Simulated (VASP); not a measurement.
## TiB: single point with r2SCAN

Crystal: TiB.

```xyz
2
Lattice="0.0000 2.1298 2.0446 2.1298 0.0000 2.0446 2.1298 2.1298 0.0000" Properties=species:S:1:pos:R:3 pbc="T T T"
Ti    3.1947    3.1947    3.0669
B     0.0000    0.0000    0.0000
```

This cell differs from its parent crystal: ratio of the length along z to the lengths across it x 0.96, volume and fractional coordinates fixed.

| Property | Result |
| --- | --- |
| Program | VASP 6.6.1 |
| Task | single point |
| Functional | r2SCAN |
| Potentials or basis | VASP PAW PBE potentials, release 64 (Ti_sv, B) |
| Cutoff | 520 eV |
| k mesh | 22 × 22 × 22 |
| Occupations | gaussian, width 0.15 eV |
| Spin | no spin polarisation |
| Dipole correction | no |
| Further INCAR settings | ALGO = Normal; EDIFF = 1e-06; NBANDS = 14 |

The pressure is 121.9 GPa and the band gap on the k mesh is zero (an odd number of electrons rules out a gap without spin polarisation).

Stress tensor (GPa, compression positive):
```
125.58   0.00   0.00
  0.00 125.58   0.00
  0.00   0.00 114.47
```

Levels at points of the mesh, in eV from the Fermi level:
| k point | band 6 | band 7 | band 8 | band 9 | band 10 | band 11 |
| --- | --- | --- | --- | --- | --- | --- |
| (0.00, 0.00, 0.00) | -2.15 | -2.15 | -2.00 | 3.35 | 3.83 | 12.91 |
| (0.50, 0.00, 0.00) | -2.68 | -1.52 | -1.10 | 4.39 | 4.59 | 6.27 |
| (0.50, 0.50, 0.00) | -4.86 | 1.58 | 1.75 | 1.75 | 5.15 | 6.37 |
| (0.50, 0.00, 0.50) | -4.77 | 0.94 | 1.81 | 2.11 | 5.13 | 6.23 |

Run time: 4.8 min on 1 thread of Intel(R) Xeon(R) 6975P-C (Granite Rapids), on a shared host, peak memory 0.34 GiB.

Caveat: the cell stands under pressure; the PAW data sets were made with another functional, which shifts forces and pressure a little.
